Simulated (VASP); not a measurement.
A run of VASP 6.6.1 is set up as follows.

Contents of INCAR:

```
SYSTEM = Sn
PREC = Accurate
ENCUT = 520
EDIFF = 1E-7
ISMEAR = 0
SIGMA = 0.1
LREAL = .False.
LASPH = .True.
NELM = 100
ALGO = Normal
ISIF = 2
LWAVE = .False.
LCHARG = .False.
GGA = PE
NBANDS = 13
```

Contents of KPOINTS:

```
regular mesh
0
Gamma
  18 18 18
  0 0 0
```

POSCAR

```
Sn
1.0
   -1.8993373500      1.8993373500      1.5642178969
    1.8993373500     -1.8993373500      1.5642178969
    1.8993373500      1.8993373500     -1.5642178969
Sn
1
Direct
    0.0000000000      0.0000000000      0.0000000000
```

Potentials or basis: VASP PAW PBE potentials, release 64 (Sn_d).

The run is started by

```console
$ cat potpaw_PBE.64/Sn_d/POTCAR > POTCAR
$ mpirun -np 1 vasp_std > vasp.out
```

**Question.** Estimate the band gap on the k mesh.

**Answer.** Zero (band 7 reaches 18.68 eV, above the bottom of band 8 at 7.84 eV).

**Question.** Predict the pressure.

**Answer.** 16.5 GPa.

Stress tensor (GPa, compression positive):
```
15.11  0.00  0.00
 0.00 15.11  0.00
 0.00  0.00 19.16
```

Caveat: the cell differs from its parent crystal (Si replaced by Sn, lengths x 1.151, strained); spin-orbit coupling is left out, which moves the levels of the heavy elements.
